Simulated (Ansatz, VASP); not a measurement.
## One calculation of AlNi, two programs

The input INCAR:

```
SYSTEM = AlNi
PREC     = Accurate       ! precision mode
ENCUT    = 520            ! plane-wave cutoff, eV
EDIFF    = 1E-6           ! SCF threshold, eV
ISMEAR   = 0              ! smearing method
SIGMA    = 0.15           ! smearing width, eV
LREAL    = .False.        ! projectors in reciprocal space
LASPH    = .True.         ! aspherical terms in the spheres
NELM     = 80             ! most SCF steps
ALGO     = Fast           ! electronic algorithm
ISIF     = 2              ! what is computed and relaxed
LWAVE    = .False.        ! write WAVECAR
LCHARG   = .False.        ! write CHGCAR
GGA      = PS             ! functional
NBANDS   = 14             ! bands
```

The input KPOINTS:

```
regular mesh
0
Gamma
  20 20 20
  0 0 0
```

POSCAR

```
AlNi
1.0
    3.2914903843      0.0000000000      0.0000000000
    0.0000000000      3.2914903843      0.0000000000
    0.0000000000      0.0000000000      2.8621655516
Al Ni
1 1
Direct
    0.0000000000      0.0000000000      0.0000000000
    0.5000000000      0.5000000000      0.5000000000
```

Input for Ansatz:

```yaml
crystal:
  lattice:
    - [3.2914903843, 0.0, 0.0]
    - [0.0, 3.2914903843, 0.0]
    - [0.0, 0.0, 2.8621655516]
  atoms:
    - { symbol: Al, position: [0.0, 0.0, 0.0] }
    - { symbol: Ni, position: [0.5, 0.5, 0.5] }
basis:
  ecutwfc: 420
kpoints:
  mp_grid: { grid: [20, 20, 20] }
hamiltonian:
  xc: pbesol
scf:
  occupations: { method: gaussian, width: 0.15 }
output:
  forces: true
  stress: true
  eigenvalues: true
```

Change from the starting cell: strain +0.1500 x Voigt [1, 1, 0, 0, 0, 0], atoms carried along.

Alike in both runs: task single point; functional PBEsol; k mesh 20 × 20 × 20; occupations gaussian, width 0.15 eV; no spin polarisation.

|  | VASP | Ansatz |
| --- | --- | --- |
| version | VASP 6.6.1 | Ansatz 0.2.0 |
| potentials or method | VASP PAW PBE potentials, release 64 (Al, Ni), cutoff 520 eV | scalar-relativistic, plane waves, PAW |
| valence electrons in the cell | 13 | 21 |

Ansatz gave:

```
gap on the k mesh at the Fermi level (eV)                     : none
pressure (GPa)                                                : -25.4
traceless stress, the component that is largest in VASP (GPa) : 4.26
```

Question: What did VASP give for the same quantities?

Answer: gap on the k mesh at the Fermi level (eV): none; pressure (GPa): -25.3; traceless stress, the component that is largest in VASP (GPa): 4.37.

VASP's potentials were made for PBE, not for PBEsol. A gap of «none» marks a metal or a gap that the smearing closes. VASP's potentials hold 13 valence electrons a cell and Ansatz's 21, so a difference there can come from the potentials and not from the codes.
